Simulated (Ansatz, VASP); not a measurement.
## Cs: VASP beside Ansatz

```
Cs
1.0
    -3.07716    3.07716    3.07716
     3.07716   -3.07716    3.07716
     3.07716    3.07716   -3.07716
Cs
1
Direct
  0.00000 0.00000 0.00000
```

Alike in both runs: functional PBE; k mesh 10 × 10 × 10; occupations fermi-dirac, width 0.05 eV; no spin polarisation.

Ansatz relaxed the structure, and its values are those at the end. VASP's run is a single point on that final structure, the one shown.

|  | VASP | Ansatz |
| --- | --- | --- |
| version | VASP 6.6.1 | Ansatz 0.2.0 |
| potentials or method | VASP PAW PBE potentials, release 64 (Cs_sv) | PAW with Ansatz's default frozen-core files, scalar-relativistic |
| plane-wave cutoff (eV) | 520 | 420 |
| valence electrons in the cell | 9 | 9 |

|  | VASP | Ansatz | Ansatz less VASP |
| --- | --- | --- | --- |
| pressure (GPa) | 0.0 | 0.0 | +0.01 |

Neither program's run includes spin-orbit coupling.
